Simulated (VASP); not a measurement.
Set up this calculation in VASP 6.6.1, as the native input.

```yaml
Task: density of states
Functional: PBEsol
Potentials_or_basis: VASP PAW PBE potentials, release 64 (Ge_d)
Cutoff: 520 eV
k_mesh: 12 × 12 × 6
Occupations: gaussian, width 0.1 eV
Spin: no spin polarisation
Dipole_correction: no
k_mesh_for_the_DOS: 18 × 18 × 9
Occupations_for_the_DOS: tetrahedron
Further_INCAR_settings: ALGO = Normal; EDIFF = 1e-06
```

Ge:

```xyz
4
Lattice="3.9970 0.0000 0.0000 -1.9985 3.4615 0.0000 0.0000 0.0000 6.5964" Properties=species:S:1:pos:R:3 pbc="T T T"
Ge    1.9985    1.1538    0.4150
Ge    0.0000    2.3077    3.7132
Ge    1.9985    1.1538    2.8832
Ge    0.0000    2.3077    6.1814
```

The input as run:

POSCAR

```
Ge
1.0
    3.9969678651      0.0000000000      0.0000000000
   -1.9984839326      3.4614757093      0.0000000000
    0.0000000000      0.0000000000      6.5963651324
Ge
4
Direct
    0.6666666667      0.3333333333      0.0629118564
    0.3333333333      0.6666666667      0.5629118564
    0.6666666667      0.3333333333      0.4370881436
    0.3333333333      0.6666666667      0.9370881436
```

INCAR.step1

```
SYSTEM = Ge
ALGO = Normal
EDIFF = 1E-6
ENCUT = 520
GGA = PS
ISIF = 2
ISMEAR = 0
LASPH = .TRUE.
LCHARG = .TRUE.
LREAL = .FALSE.
LWAVE = .FALSE.
NBANDS = 36
NELM = 60
PREC = Accurate
SIGMA = 0.1
```

KPOINTS.step1

```
k-points
0
G
  12 12 6
  0 0 0
```

INCAR.step2

```
SYSTEM = Ge
ALGO = Normal
EDIFF = 1E-6
ENCUT = 520
GGA = PS
ICHARG = 11
ISIF = 2
ISMEAR = -5
LASPH = .TRUE.
LCHARG = .FALSE.
LORBIT = 11
LREAL = .FALSE.
LWAVE = .FALSE.
NEDOS = 2001
NELM = 60
PREC = Accurate
SIGMA = 0.1
```

KPOINTS.step2

```
k-points
0
G
  18 18 9
  0 0 0
```

Potentials or basis: VASP PAW PBE potentials, release 64 (Ge_d).

Run with:

```sh
$ cat potpaw_PBE.64/Ge_d/POTCAR > POTCAR
$ cp INCAR.step1 INCAR
$ cp KPOINTS.step1 KPOINTS
$ mpirun -np 1 vasp_std > vasp.out
$ cp INCAR.step2 INCAR
$ cp KPOINTS.step2 KPOINTS
$ mpirun -np 1 vasp_std > vasp.out
```

It gave:

* Valence electrons inside the program's atomic spheres: Ge 12.40

Wall time 13 min on 1 thread of Intel Xeon 8259CL, with other jobs on the host, peak memory 0.48 GiB.
